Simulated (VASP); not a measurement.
# GaP (F-43m) in VASP: a series of runs, part 2 of 3

VASP 6.6.1. Earlier steps stand in the parts before.

**4. Vibrations by perturbation theory, PBEsol**

This run uses another cell than the first one, of 18.74 Å³/atom, 1.063 times its volume.

File INCAR:

```
SYSTEM = GaP
PREC = Accurate
ENCUT = 520
EDIFF = 1E-8
ISMEAR = 0
SIGMA = 0.01
LREAL = .False.
LASPH = .True.
NELM = 100
ALGO = Normal
ISIF = 2
LWAVE = .False.
LCHARG = .False.
GGA = PS
NBANDS = 16
IBRION = 8
NSW = 1
```

File KPOINTS:

```
regular mesh
0
Gamma
  8 8 8
  0 0 0
```

File POSCAR:

```
GaP
1.0
    2.6562079898      2.6562079898      0.0000000000
   -2.6562079898      2.6562079898      0.0000000000
    0.0000000000      2.6562079898      2.6562079898
Ga P
1 1
Direct
    0.0000000000      0.0000000000      0.0000000000
    0.7500000000      0.2500000000      0.5000000000
```

Potentials or basis: VASP PAW PBE potentials, release 64 (Ga_d, P).

Launch:

```console
$ cat potpaw_PBE.64/Ga_d/POTCAR potpaw_PBE.64/P/POTCAR > POTCAR
$ mpirun -np 1 vasp_std > vasp.out
```

OUTCAR:

```text
SYSTEM = GaP
   PREC = Accurate
   ENCUT = 520
   EDIFF = 1E-8
   ISMEAR = 0
   LREAL = .False.
   LASPH = .True.
   NELM = 100
   ISIF = 2
   GGA = PS
   IBRION = 8
   NSW = 1

 ion  position               nearest neighbor table
   1  0.000  0.000  0.000-   2 2.30   2 2.30   2 2.30   2 2.30
   2  0.750  0.250  0.500-   1 2.30   1 2.30   1 2.30   1 2.30

  LATTYP: Found a face centered cubic cell.
 ALAT       =     5.3124159796

  Lattice vectors:

 A1 = (   0.0000000000,   2.6562079898,   2.6562079898)
 A2 = (   2.6562079898,   0.0000000000,   2.6562079898)
 A3 = (   2.6562079898,   2.6562079898,   0.0000000000)

Analysis of symmetry for initial positions (statically):
=====================================================================
 Subroutine PRICEL returns:
 Original cell was already a primitive cell.

 Routine SETGRP: Setting up the symmetry group for a
 face centered cubic supercell.

 Subroutine GETGRP returns: Found 24 space group operations
 (whereof 24 operations were pure point group operations)
 out of a pool of 48 trial point group operations.

The static configuration has the point symmetry T_d .

Analysis of symmetry for dynamics (positions and initial velocities):
=====================================================================
 Subroutine PRICEL returns:
 Original cell was already a primitive cell.

 Routine SETGRP: Setting up the symmetry group for a
 face centered cubic supercell.

 Subroutine GETGRP returns: Found 24 space group operations
 (whereof 24 operations were pure point group operations)
 out of a pool of 48 trial point group operations.

The dynamic configuration has the point symmetry T_d .

 Subroutine INISYM returns: Found 24 space group operations
 (whereof 24 operations are pure point group operations),
 and found     1 'primitive' translations

----------------------------------------------------------------------------------------

                                     Primitive cell

  volume of cell :      37.4814

  direct lattice vectors                    reciprocal lattice vectors
     2.656207990  2.656207990  0.000000000     0.188238271  0.188238271 -0.188238271
    -2.656207990  2.656207990  0.000000000    -0.188238271  0.188238271 -0.188238271
     0.000000000  2.656207990  2.656207990     0.000000000  0.000000000  0.376476542

  length of vectors
     3.756445364  3.756445364  3.756445364     0.326038250  0.326038250  0.376476542

  position of ions in fractional coordinates (direct lattice)
     0.000000000  0.000000000  0.000000000
     0.750000000  0.250000000  0.500000000

  ion indices of the primitive-cell ions
   primitive index   ion index
                 1           1
                 2           2

[... 119 lines left out ...]
  energy without entropy =       -9.86618595  energy(sigma->0) =       -9.86618595

 E-fermi :   5.4675     XC(G=0): -10.3739

 val. band max:        5.3898793117   @ k =   0.0000   0.0000   0.0000
 cond. band min:       6.7360046601   @ k =   0.5000   0.5000   0.0000
 fundamental gap:      1.3461253485
 Fermi energy:         5.4675097985

 k-point     1 :       0.0000    0.0000    0.0000
  band No.  band energies     occupation
      1      -9.3095      2.00000
      2      -9.3095      2.00000
      3      -9.3095      2.00000
      4      -9.1827      2.00000
      5      -9.1827      2.00000
      6      -7.7449      2.00000
[... 433 lines left out ...]
      3      -9.2541      2.00000
      4      -9.1905      2.00000
      5      -9.1735      2.00000
      6      -4.9316      2.00000
[... 8 lines left out ...]
     15      17.5496      0.00000
     16      18.2882      0.00000

 [... further k-points ...]
[... 5 lines left out ...]
  --------------------------------------------------------------------------------------
  -------------------------------------------------------------------------------------
  Total        1.6122606      1.6122606      1.6122606      0.0000000     -0.0000000      0.0000000
  in kB       68.9175134     68.9175134     68.9175134      0.0000000     -0.0000000      0.0000000
  external PRESSURE =      68.9175134 kB  Pullay stress =       0.0000000 kB

 VOLUME and BASIS-vectors are now :
 -----------------------------------------------------------------------------
  energy-cutoff  :      520.00
  volume of cell :       37.48
      direct lattice vectors                 reciprocal lattice vectors
     2.656207990  2.656207990  0.000000000     0.188238271  0.188238271 -0.188238271
    -2.656207990  2.656207990  0.000000000    -0.188238271  0.188238271 -0.188238271
     0.000000000  2.656207990  2.656207990     0.000000000  0.000000000  0.376476542

 POSITION                                       TOTAL-FORCE (eV/Angst)
 -----------------------------------------------------------------------------------
      0.00000      0.00000      0.00000        -0.000000     -0.000000      0.000000
      1.32810      3.98431      1.32810         0.000000      0.000000     -0.000000
 -----------------------------------------------------------------------------------
    total drift:                               -0.000000      0.000000     -0.000000

  FREE ENERGIE OF THE ION-ELECTRON SYSTEM (eV)
  ---------------------------------------------------
  free  energy   TOTEN  =        -9.8661859481 eV

  energy  without entropy=       -9.8661859481  energy(sigma->0) =       -9.86618595

[... ionic steps 2 to 3 ...]

--------------------------------------- Ionic step        4  -------------------------------------------

------------------------ aborting loop because EDIFF is reached ----------------------------------------

[... ionic steps 5 to 6 ...]

--------------------------------------- Ionic step        7  -------------------------------------------

 Free energy of the ion-electron system (eV)
  ---------------------------------------------------
  ---------------------------------------------------
  free energy    TOTEN  =        -0.04757990 eV

  energy without entropy =       -0.04757990

------------------------ aborting loop because EDIFF is reached ----------------------------------------

 INTERNAL STRAIN TENSOR  FOR ION    2  DIRECTION 1   (eV/Angst):
 -----------------------------------------------------------------------------
     0.01775  0.00000  0.00000
     0.00000 -0.01136 10.34443
     0.00000 10.34443 -0.01136

 INTERNAL STRAIN TENSOR FOR ION    2 for displacements in x,y,z  (eV/Angst):
          X           Y           Z          XY          YZ          ZX
  --------------------------------------------------------------------------------
  x     0.00000     0.00000     0.00000     0.00000    10.34443     0.00000
  y    -0.00000     0.00000    -0.00000     0.00000     0.00000    10.34443
  z     0.00000     0.00000     0.00000    10.34443     0.00000     0.00000

 SECOND DERIVATIVES (NOT SYMMETRIZED)
 ------------------------------------
               1X          1Y          1Z          2X          2Y          2Z
  1X   -11.773536    0.000000   -0.000000   11.773536   -0.000000    0.000000
  1Y    -0.000000  -11.773536    0.000000    0.000000   11.773536   -0.000000
  1Z    -0.000000    0.000000  -11.773536    0.000000   -0.000000   11.773536
  2X    11.820131    0.000000    0.000000  -11.820131    0.000000    0.000000
  2Y     0.000000   11.820131    0.000000    0.000000  -11.820131    0.000000
  2Z     0.000000    0.000000   11.820131    0.000000    0.000000  -11.820131

 Eigenvectors and eigenvalues of the dynamical matrix
 ----------------------------------------------------

   1 f  =   11.598990 THz    72.878604 2PiTHz  386.900662 cm-1    47.969547 meV
             X         Y         Z           dx          dy          dz
      0.000000  0.000000  0.000000     0.553855    0.000000   -0.000000
      1.328104  3.984312  1.328104    -0.832613   -0.000000    0.000000
[... 21 lines left out ...]
   6 f/i=    0.010563 THz     0.066371 2PiTHz    0.352354 cm-1     0.043686 meV
             X         Y         Z           dx          dy          dz
      0.000000  0.000000  0.000000     0.000000   -0.000000    0.832613
      1.328104  3.984312  1.328104     0.000000    0.000000    0.553855

--------------------------------------------------------------------------------------------------------

 ELASTIC MODULI CONTR FROM IONIC RELAXATION (kBar)
 Direction    XX          YY          ZZ          XY          YZ          ZX
 --------------------------------------------------------------------------------
 XX          -0.0000     -0.0000     -0.0000     -0.0000     -0.0000      0.0000
 YY          -0.0000     -0.0000     -0.0000     -0.0000     -0.0000      0.0000
 ZZ          -0.0000     -0.0000     -0.0000     -0.0000     -0.0000      0.0000
 XY          -0.0000     -0.0000     -0.0000   -385.0179      0.0000      0.0000
 YZ          -0.0000     -0.0000     -0.0000      0.0000   -385.0179      0.0000
 ZX           0.0000      0.0000      0.0000      0.0000      0.0000   -385.0179
 --------------------------------------------------------------------------------
```

OSZICAR:

```text
N       E                     dE             d eps       ncg     rms          rms(c)
DAV:   1     0.802099139658E+02    0.80210E+02   -0.90011E+03   968   0.162E+03
DAV:   2    -0.406533213102E+01   -0.84275E+02   -0.80187E+02  1048   0.315E+02
DAV:   3    -0.100906284721E+02   -0.60253E+01   -0.60063E+01  1128   0.651E+01
DAV:   4    -0.101836034207E+02   -0.92975E-01   -0.92948E-01  1160   0.869E+00
[... 42 lines left out ...]
RMM:   7    -0.475812450934E-01    0.26883E-05    0.84300E-07  6248   0.260E-03    0.101E-04
RMM:   8    -0.475801126162E-01    0.11325E-05    0.65620E-09  6273   0.895E-04    0.119E-04
RMM:   9    -0.475799249649E-01    0.18765E-06    0.85370E-09  6305   0.317E-04    0.162E-05
RMM:  10    -0.475798971947E-01    0.27770E-07    0.14907E-08  6349   0.103E-04    0.386E-06
RMM:  11    -0.475798996981E-01   -0.25034E-08    0.45293E-09  6366   0.427E-05    0.230E-06
 Linear response finished
```

It took 6.3 min on 1 thread of AMD EPYC 7R13, shared host; peak memory 0.25 GiB.

What came out:

* Highest phonon frequency at Γ, LO-TO splitting left out: 387 cm⁻¹

Phonon frequencies in cm⁻¹ (negative: imaginary):
```
              q point        frequencies
(0.000, 0.000, 0.000)  0 0 0 387 387 387
```

Caveat: the cell wasn't relaxed at this level first, which shifts response properties; the PAW data sets were made with another functional, which shifts forces and pressure a little.

[end of part 2 of 3]
